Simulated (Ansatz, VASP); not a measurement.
**Two plane-wave programs on InSe**

```
In Se
1.0
     3.91082    0.00000    0.00000
    -1.95541    3.38687    0.00000
     0.00000    0.00000   16.76237
In Se
4 4
Direct
  0.33333 0.66667 0.16666
  0.66667 0.33333 0.66666
  0.33333 0.66667 0.33334
  0.66667 0.33333 0.83334
  0.33333 0.66667 0.58987
  0.66667 0.33333 0.08987
  0.33333 0.66667 0.91013
  0.66667 0.33333 0.41013
```

Change from the starting cell: strain -0.0300 x Voigt [1, 1, 0, 0, 0, 0], atoms carried along.

Alike in both runs: task single point; functional PBE; dispersion D3(BJ); k mesh 12 × 12 × 2; occupations gaussian, width 0.03 eV; no spin polarisation.

|  | VASP | Ansatz |
| --- | --- | --- |
| version | VASP 6.6.1 | Ansatz 0.2.0 |
| potentials or method | VASP PAW PBE potentials, release 64 (In_d, Se), cutoff 520 eV | scalar-relativistic, plane waves, PAW |
| valence electrons in the cell | 76 | 116 |

Ansatz gave:

```
gap on the k mesh at the Fermi level (eV)                     : 0.74
least direct gap on the mesh (eV)                             : 0.74
pressure (GPa)                                                : 3.5
traceless stress, the component that is largest in VASP (GPa) : -1.61
rms of the force components (eV/Å)                            : 0.292
```

**Question.** Estimate VASP's values.

**Answer.** gap on the k mesh at the Fermi level (eV): 0.72; least direct gap on the mesh (eV): 0.72; pressure (GPa): 3.6; traceless stress, the component that is largest in VASP (GPa): -1.62; rms of the force components (eV/Å): 0.302.

Atom by atom the forces differ by 0.010 eV/Å (rms over components). VASP's potentials hold 76 valence electrons a cell and Ansatz's 116, so a difference there can come from the potentials and not from the codes.
